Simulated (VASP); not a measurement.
# MgS (Fm-3m) in VASP: a series of runs

The runs below take MgS through single point, relaxation of cell and atoms, with LDA.

All numbers are computed with VASP 6.6.1; they aren't measurements. Logs are shortened: lines on timing, memory, paths and dates and some standing lists are left out, and cuts for length are marked.

## (1) The cell of the first run

It takes space group Fm-3m (No. 225, cubic). Conventional cell: a = 5.109 Å, b = 5.109 Å, c = 5.109 Å, α = 90.00°, β = 90.00°, γ = 90.00°. Mg (site symmetry m-3m) has 6 S at 2.55 Å within 3.4 Å. S (site symmetry m-3m) has 6 Mg at 2.55 Å within 3.4 Å.

## (2) Single point, LDA

File INCAR:

```
PREC = Accurate
ENCUT = 520
EDIFF = 1E-6
ISMEAR = 0
SIGMA = 0.01
LREAL = False
LASPH = True
NELM = 100
ALGO = Normal
ISIF = 2
LWAVE = False
LCHARG = True
GGA = CA
LELF = True
LVHAR = True
NBANDS = 11
```

File KPOINTS:

```
Automatic mesh
0
Gamma
  8 8 8
```

File POSCAR:

```
MgS
1.0
    0.0000000000      2.5545658665      2.5545658665
    2.5545658665      0.0000000000      2.5545658665
    2.5545658665      2.5545658665      0.0000000000
Mg S
1 1
Direct
    0.0000000000      0.0000000000      0.0000000000
    0.5000000000      0.5000000000      0.5000000000
```

Potentials or basis: VASP PAW LDA potentials, release 64 (Mg, S).

The run is started by

```console
> cat potpaw_LDA.64/Mg/POTCAR potpaw_LDA.64/S/POTCAR > POTCAR
> mpirun -np 1 vasp_std > vasp.out
```

OUTCAR:

```text
PREC = Accurate
   ENCUT = 520
   EDIFF = 1E-6
   ISMEAR = 0
   LREAL = False
   LASPH = True
   NELM = 100
   ISIF = 2
   GGA = CA

 ion  position               nearest neighbor table
   1  0.000  0.000  0.000-   2 2.55   2 2.55   2 2.55   2 2.55   2 2.55   2 2.55
   2  0.500  0.500  0.500-   1 2.55   1 2.55   1 2.55   1 2.55   1 2.55   1 2.55

  LATTYP: Found a face centered cubic cell.
 ALAT       =     5.1091317330

  Lattice vectors:

 A1 = (   0.0000000000,   2.5545658665,   2.5545658665)
 A2 = (   2.5545658665,   0.0000000000,   2.5545658665)
 A3 = (   2.5545658665,   2.5545658665,   0.0000000000)

Analysis of symmetry for initial positions (statically):
=====================================================================
 Subroutine PRICEL returns:
 Original cell was already a primitive cell.

 Routine SETGRP: Setting up the symmetry group for a
 face centered cubic supercell.

 Subroutine GETGRP returns: Found 48 space group operations
 (whereof 48 operations were pure point group operations)
 out of a pool of 48 trial point group operations.

The static configuration has the point symmetry O_h .

Analysis of symmetry for dynamics (positions and initial velocities):
=====================================================================
 Subroutine PRICEL returns:
 Original cell was already a primitive cell.

 Routine SETGRP: Setting up the symmetry group for a
 face centered cubic supercell.

 Subroutine GETGRP returns: Found 48 space group operations
 (whereof 48 operations were pure point group operations)
 out of a pool of 48 trial point group operations.

The dynamic configuration has the point symmetry O_h .

 Subroutine INISYM returns: Found 48 space group operations
 (whereof 48 operations are pure point group operations),
 and found     1 'primitive' translations

----------------------------------------------------------------------------------------

                                     Primitive cell

  volume of cell :      33.3412

  direct lattice vectors                    reciprocal lattice vectors
     0.000000000  2.554565866  2.554565866    -0.195727973  0.195727973  0.195727973
     2.554565866  0.000000000  2.554565866     0.195727973 -0.195727973  0.195727973
     2.554565866  2.554565866  0.000000000     0.195727973  0.195727973 -0.195727973

  length of vectors
     3.612701694  3.612701694  3.612701694     0.339010794  0.339010794  0.339010794

  position of ions in fractional coordinates (direct lattice)
     0.000000000  0.000000000  0.000000000
     0.500000000  0.500000000  0.500000000

  ion indices of the primitive-cell ions
   primitive index   ion index
                 1           1
                 2           2

----------------------------------------------------------------------------------------

 KPOINTS: Automatic mesh

Automatic generation of k-mesh.
 Grid dimensions read from file:
 generate k-points for:    8    8    8

 Generating k-lattice:

  Cartesian coordinates                     Fractional coordinates (reciprocal lattice)
    -0.024465997  0.024465997  0.024465997     0.125000000  0.000000000  0.000000000
     0.024465997 -0.024465997  0.024465997     0.000000000  0.125000000  0.000000000
     0.024465997  0.024465997 -0.024465997     0.000000000  0.000000000  0.125000000

  Length of vectors
     0.042376349  0.042376349  0.042376349

  Shift w.r.t. Gamma in fractional coordinates (k-lattice)
     0.000000000  0.000000000  0.000000000

 Subroutine IBZKPT returns following result:
 ===========================================

 Found     29 irreducible k-points:

 Following reciprocal coordinates:
            Coordinates               Weight
  0.000000  0.000000  0.000000      1.000000
  0.125000  0.000000  0.000000      8.000000
  0.250000  0.000000  0.000000      8.000000
  0.375000  0.000000  0.000000      8.000000
  0.500000  0.000000  0.000000      4.000000
  0.125000  0.125000  0.000000      6.000000
[... 16 lines left out ...]
  0.500000  0.250000  0.125000     48.000000
 -0.375000  0.250000  0.125000     24.000000
 [... further k-points ...]
   k-points           NKPTS =     29   k-points in BZ     NKDIM =     29   number of bands    NBANDS=     11
   number of dos      NEDOS =    301   number of ions     NIONS =      2
   total plane-waves  NPLWV =  21952
   dimension x,y,z NGX =    28 NGY =   28 NGZ =   28
   dimension x,y,z NGXF=    56 NGYF=   56 NGZF=   56
   ions per type =               1   1
   NGX,Y,Z   is equivalent  to a cutoff of  12.88, 12.88, 12.88 a.u.
   NGXF,Y,Z  is equivalent  to a cutoff of  25.77, 25.77, 25.77 a.u.
 SYSTEM =  unknown system
   PREC   = accura    normal or accurate (medium, high low for compatibility)
   ISTART =      0    job   : 0-new  1-cont  2-samecut
   ICHARG =      2    charge: 1-file 2-atom 10-const
   ISPIN  =      1    spin polarized calculation?
   LNONCOLLINEAR =      F non collinear calculations
   LSORBIT =      F    spin-orbit coupling
   LASPH  =      T    aspherical Exc in radial PAW
   ENCUT  =  520.0 eV  38.22 Ry    6.18 a.u.   6.72  6.72  6.72*2*pi/ulx,y,z
   NELM   =    100;   NELMIN=  2; NELMDL= -5     # of ELM steps
   EDIFF  = 0.1E-05   stopping-criterion for ELM
   LREAL  =      F    real-space projection
   EDIFFG = 0.1E-04   stopping-criterion for IOM
   NSW    =      0    number of steps for IOM
   IBRION =     -1    ionic relax: 0-MD 1-quasi-New 2-CG
   NFREE  =      0    steps in history (QN), initial steepest desc. (CG)
   ISIF   =      2    stress and relaxation
   ISYM   =      2    0-nonsym 1-usesym 2-fastsym
   POTIM  = 0.5000    time-step for ionic-motion
   TEBEG  =    0.0;   TEEND  =   0.0 temperature during run
   PSTRESS=    0.0 pullay stress
   NELECT =       8.0000    total number of electrons
   NUPDOWN=      -1.0000    fix difference up-down
   EMIN   =  10.00;   EMAX   =-10.00  energy-range for DOS
   EFERMI =   0.00;   METHOD = LEGACY
   ISMEAR =     0;   SIGMA  =   0.01  broadening in eV -4-tet -1-fermi 0-gaus
   EFERMI_NEDOS =   21; number of points for ismear=-14 and -15
   IALGO  =     38    algorithm
   IMIX   =      4    mixing-type and parameters
     AMIX     =   0.40;   BMIX     =  1.00
     AMIX_MAG =   1.60;   BMIX_MAG =  1.00
  volume/ion in A,a.u.               =      16.67       112.50
  Fermi-wavevector in a.u.,A,eV,Ry     =   1.017289  1.922398 14.080358  1.034877
  Thomas-Fermi vector in A             =   2.150681
   LORBIT       =      0    0 simple, 1 ext, 2 COOP (PROOUT), +10 PAW based schemes
   GGA     = CA    functional components
   LHFCALC =     F    Hartree Fock is set to
   AEXX    =    0.0000 exact exchange contribution
   IVDW    =     0    specifies the selected vdW correction
   LEPSILON=     F    determine dielectric tensor
   LRPA    =     F    only Hartree local field effects (RPA)
 non-spin polarized calculation
 Gauss-broadening in eV      SIGMA  =   0.01
  energy-cutoff  :      520.00
  volume of cell :       33.34
 maximum number of plane-waves:       934
   NGX = 13   NGY = 13   NGZ = 13

 number of electron       7.9999999 magnetization

 Free energy of the ion-electron system (eV)
  ---------------------------------------------------
  ext. energy  EPLUGINS =         0.00000000
  ---------------------------------------------------
  free energy    TOTEN  =        -9.59217375 eV

  energy without entropy =       -9.59217375  energy(sigma->0) =       -9.59217375

 E-fermi :   4.1484     XC(G=0): -10.2151

 val. band max:        4.0888812849   @ k =   0.0000   0.0000   0.0000
 cond. band min:       6.7623391180   @ k =   0.5000   0.5000   0.0000
 fundamental gap:      2.6734578331
 Fermi energy:         4.1483992112

 k-point     1 :       0.0000    0.0000    0.0000
  band No.  band energies     occupation
      1      -8.8774      2.00000
      2       4.0889      2.00000
      3       4.0889      2.00000
      4       4.0889      2.00000
      5       8.0259      0.00000
      6      11.8851      0.00000
      7      11.8851      0.00000
      8      11.8851      0.00000
      9      14.4096      0.00000
     10      14.4096      0.00000
     11      16.5687      0.00000

 k-point     2 :       0.1250    0.0000    0.0000
  band No.  band energies     occupation
      1      -8.7105      2.00000
      2       2.9761      2.00000
      3       3.9742      2.00000
      4       3.9742      2.00000
      5       8.8143      0.00000
      6      11.6117      0.00000
      7      12.1590      0.00000
      8      12.1590      0.00000
      9      13.7695      0.00000
     10      13.7695      0.00000
     11      16.9006      0.00000

 k-point     3 :       0.2500    0.0000    0.0000
  band No.  band energies     occupation
      1      -8.2546      2.00000
      2       1.0914      2.00000
      3       3.7266      2.00000
      4       3.7266      2.00000
      5       9.0631      0.00000
      6      11.8165      0.00000
      7      11.8165      0.00000
      8      12.5560      0.00000
      9      14.3535      0.00000
     10      14.3535      0.00000
     11      16.0694      0.00000

 k-point     4 :       0.3750    0.0000    0.0000
  band No.  band energies     occupation
      1      -7.6863      2.00000
      2      -0.4777      2.00000
      3       3.5108      2.00000
      4       3.5108      2.00000
      5       8.7005      0.00000
      6      11.1437      0.00000
      7      11.1437      0.00000
      8      14.2172      0.00000
      9      15.7012      0.00000
     10      16.3988      0.00000
     11      16.3988      0.00000
[... 239 lines left out ...]
 k-point    22 :       0.3750    0.2500    0.1250
  band No.  band energies     occupation
      1      -7.8947      2.00000
      2       0.8148      2.00000
      3       2.4788      2.00000
      4       3.3361      2.00000
      5       9.9298      0.00000
      6      10.4137      0.00000
      7      11.2081      0.00000
      8      13.3704      0.00000
      9      14.2287      0.00000
     10      17.2041      0.00000
     11      19.1300      0.00000

 k-point    23 :       0.5000    0.2500    0.1250
  band No.  band energies     occupation
      1      -7.4102      2.00000
      2      -0.1193      2.00000
      3       1.8979      2.00000
      4       2.9909      2.00000
      5       9.6688      0.00000
      6      10.4383      0.00000
      7      11.8823      0.00000
      8      13.1830      0.00000
      9      15.8813      0.00000
     10      18.5020      0.00000
     11      19.1797      0.00000

 k-point    24 :      -0.3750    0.2500    0.1250
  band No.  band energies     occupation
      1      -7.1733      2.00000
      2      -0.5644      2.00000
      3       1.7465      2.00000
      4       2.8157      2.00000
      5       9.6076      0.00000
      6      10.1552      0.00000
      7      12.5248      0.00000
      8      13.6410      0.00000
      9      16.4331      0.00000
     10      17.6040      0.00000
     11      19.7813      0.00000

 [... further k-points ...]
[... 5 lines left out ...]
  --------------------------------------------------------------------------------------
  -------------------------------------------------------------------------------------
  Total        0.0831550      0.0831550      0.0831550      0.0000000      0.0000000      0.0000000
  in kB        3.9959272      3.9959272      3.9959272      0.0000000      0.0000000      0.0000000
  external PRESSURE =       3.9959272 kB  Pullay stress =       0.0000000 kB

 VOLUME and BASIS-vectors are now :
 -----------------------------------------------------------------------------
  energy-cutoff  :      520.00
  volume of cell :       33.34
      direct lattice vectors                 reciprocal lattice vectors
     0.000000000  2.554565866  2.554565866    -0.195727973  0.195727973  0.195727973
     2.554565866  0.000000000  2.554565866     0.195727973 -0.195727973  0.195727973
     2.554565866  2.554565866  0.000000000     0.195727973  0.195727973 -0.195727973

 POSITION                                       TOTAL-FORCE (eV/Angst)
 -----------------------------------------------------------------------------------
      0.00000      0.00000      0.00000         0.000000      0.000000      0.000000
      2.55457      2.55457      2.55457        -0.000000     -0.000000     -0.000000
 -----------------------------------------------------------------------------------
    total drift:                                0.000000      0.000000      0.000000

  FREE ENERGIE OF THE ION-ELECTRON SYSTEM (eV)
  ---------------------------------------------------
  free  energy   TOTEN  =        -9.5921737550 eV

  energy  without entropy=       -9.5921737550  energy(sigma->0) =       -9.59217375
```

Wall time 10 s (1 thread of AMD EPYC 7R43 (Zen 3), shared host); peak memory 0.11 GiB.

What came out:

* Free energy: -9.5922 eV
* Pressure: 0.4 GPa
* Band gap on the k mesh: 2.67 eV, indirect (least direct gap 3.94 eV)

A k mesh can miss the band edges. As with any semilocal functional, this LDA gap is likely too small.

## (3) Single point, LDA

This run uses another cell than the first one, of 16.48 Å³/atom, 0.989 times its volume.

File INCAR:

```
ALGO = Normal ; EDIFF = 1E-7
ENCUT = 520 ; GGA = CA
ISIF = 2 ; ISMEAR = 0
LASPH = T ; LCHARG = T
LELF = T ; LREAL = F
LVHAR = T ; LWAVE = F
NBANDS = 11 ; NELM = 80
PREC = Accurate ; SIGMA = 0.01
```

File KPOINTS:

```
k-points
0
Gamma
  8 8 8
```

File POSCAR:

```
MgS
1.0
    0.0000000000      2.5449609037      2.5449609037
    2.5449609037      0.0000000000      2.5449609037
    2.5449609037      2.5449609037      0.0000000000
Mg S
1 1
Direct
    0.0000000000      0.0000000000      0.0000000000
    0.5000000000      0.5000000000      0.5000000000
```

Potentials or basis: VASP PAW LDA potentials, release 64 (Mg, S).

The run is started by

```console
> cat potpaw_LDA.64/Mg/POTCAR potpaw_LDA.64/S/POTCAR > POTCAR
> mpirun -np 1 vasp_std > vasp.out
```

Wall time 10 s (1 thread of AMD EPYC 7R43 (Zen 3), shared host); peak memory 0.11 GiB.

Results (log left out):

```
Free energy            : -9.5900 eV
Pressure               : 1.4 GPa
Band gap on the k mesh : 2.70 eV, indirect (least direct gap 4.03 eV)
```

Levels at points of the mesh, in eV from the valence-band top:
| k point | band 1 | band 2 | band 3 | band 4 | band 5 | band 6 | band 7 | band 8 | band 9 |
| --- | --- | --- | --- | --- | --- | --- | --- | --- | --- |
| (0.00, 0.00, 0.00) | -13.04 | 0.00 | 0.00 | 0.00 | 4.03 | 7.79 | 7.79 | 7.79 | 10.33 |
| (0.50, 0.00, 0.00) | -11.52 | -5.27 | -0.67 | -0.67 | 4.47 | 6.82 | 6.82 | 10.55 | 12.33 |
| (0.50, 0.50, 0.00) | -11.09 | -4.61 | -1.86 | -1.86 | 2.70 | 4.04 | 12.45 | 12.94 | 13.78 |

A k mesh can miss the band edges. A hybrid or GW would open this gap; LDA tends to underestimate it.

(Part 1 of 2 ends here.)
